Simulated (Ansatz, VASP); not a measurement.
## Nb3O: VASP beside Ansatz

```
Nb O
1.0
     4.91024    0.00000    0.00000
     0.00000    4.91024    0.00000
     0.00000    0.00000    4.91024
Nb O
6 2
Direct
  0.25000 0.00000 0.50000
  0.50000 0.75000 0.00000
  0.75000 0.00000 0.50000
  0.50000 0.25000 0.00000
  0.00000 0.50000 0.75000
  0.00000 0.50000 0.25000
  0.00000 0.00000 0.00000
  0.50000 0.50000 0.50000
```

Alike in both runs: task relaxation of cell and atoms; functional PBEsol; k mesh 8 × 8 × 8; occupations fermi-dirac, width 0.15 eV; no spin polarisation.

|  | VASP | Ansatz |
| --- | --- | --- |
| version | VASP 6.6.1 | Ansatz 0.2.0 |
| potentials or method | VASP PAW PBE potentials, release 64 (Nb_sv, O), cutoff 600 eV | scalar-relativistic, plane waves, PAW |
| valence electrons in the cell | 90 | 90 |

|  | VASP | Ansatz | Ansatz less VASP |
| --- | --- | --- | --- |
| gap on the k mesh at the Fermi level, each at its own relaxed structure (eV) | none | none | - |
| relaxed volume (Å³/atom) | 14.82 | 14.83 | +0.013 |
| relaxed length of the cell vector where the two differ most in proportion (Å) | 4.913 | 4.914 | +0.0014 |

VASP's potentials were made for PBE, not for PBEsol. A gap of «none» marks a metal or a gap that the smearing closes.
